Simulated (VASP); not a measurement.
Wanted: the native input for a VASP 6.6.1 run.

```
Task                   : electric field gradients
Functional             : PBEsol
Potentials or basis    : VASP PAW PBE potentials, release 64 (Ta_pv, N)
Cutoff                 : 520 eV
k mesh                 : 12 × 12 × 10
Occupations            : fermi-dirac, width 0.02 eV
Spin                   : no spin polarisation
Dipole correction      : no
Further INCAR settings : ALGO = Normal; EDIFF = 1e-08; NBANDS = 15
```

The structure of TaN lies in POSCAR:

```
TaN
1.0
    2.8982913036      0.0000000000      0.0000000000
   -1.4491456518      2.5099938965      0.0000000000
    0.0000000000      0.0000000000      2.8440357641
Ta N
1 1
Direct
    0.3333333333      0.6666666667      0.5000000000
    0.0000000000      0.0000000000      0.0000000000
```

This cell differs from its parent crystal: volume scaled by 0.96.

The input as run:

INCAR

```
SYSTEM = TaN
PREC = Accurate
ENCUT = 520
EDIFF = 1E-8
ISMEAR = -1
SIGMA = 0.02
LREAL = .FALSE.
LASPH = .TRUE.
NELM = 100
ALGO = Normal
ISIF = 2
LWAVE = .FALSE.
LCHARG = .FALSE.
GGA = PS
LEFG = .TRUE.
NBANDS = 15
```

KPOINTS

```
regular mesh
0
G
  12 12 10
  0 0 0
```

Potentials or basis: VASP PAW PBE potentials, release 64 (Ta_pv, N).

Run with:

```sh
$ cat potpaw_PBE.64/Ta_pv/POTCAR potpaw_PBE.64/N/POTCAR > POTCAR
$ mpirun -np 1 vasp_std > vasp.out
```

It gave:

```json
{
 "Pressure": "11.4 GPa",
 "Band gap on the k mesh": "zero (band 8 reaches 8.93 eV, above the bottom of band 9 at 8.41 eV)"
}
```

Caveat: without QUAD_EFG the Cq values of the log hold for a quadrupole moment of 1 mb, not for the nuclei; the PAW data sets were made with another functional, which shifts forces and pressure a little; spin-orbit coupling is left out, which moves the levels of the heavy elements.

It took 12 s on 1 thread of Intel(R) Xeon(R) 6975P-C (Granite Rapids), on a shared host, peak memory 0.16 GiB.
